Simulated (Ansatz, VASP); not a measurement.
## One calculation of CdTe, two programs

```xyz
2
Lattice="0.0000 3.2800 3.2800 3.2800 0.0000 3.2800 3.2800 3.2800 0.0000" Properties=species:S:1:pos:R:3 pbc="T T T"
Cd    0.0000    0.0000    0.0000
Te    1.6400    1.6400    1.6400
```

Alike in both runs: task single point; functional HSE06; k mesh 4 × 4 × 4; no spin polarisation.

```csv
,VASP,Ansatz
version,VASP 6.6.1,Ansatz 0.2.0
potentials or method,"VASP PAW PBE potentials, release 64 (Cd, Te)","plane waves, PAW"
plane-wave cutoff (eV),520,420
occupations,"gaussian, width 0.01 eV",fixed
valence electrons in the cell,18,36
```

```csv
,VASP,Ansatz,Ansatz less VASP
gap on the k mesh at the Fermi level (eV),1.44,1.53,+0.083
pressure (GPa),0.2,0.2,0.00
```

VASP's potentials hold 18 valence electrons a cell and Ansatz's 36, so a difference there can come from the potentials and not from the codes. Ansatz's warnings: stress exchange threshold loose, stress scf threshold loose.

Spin-orbit coupling is off throughout.
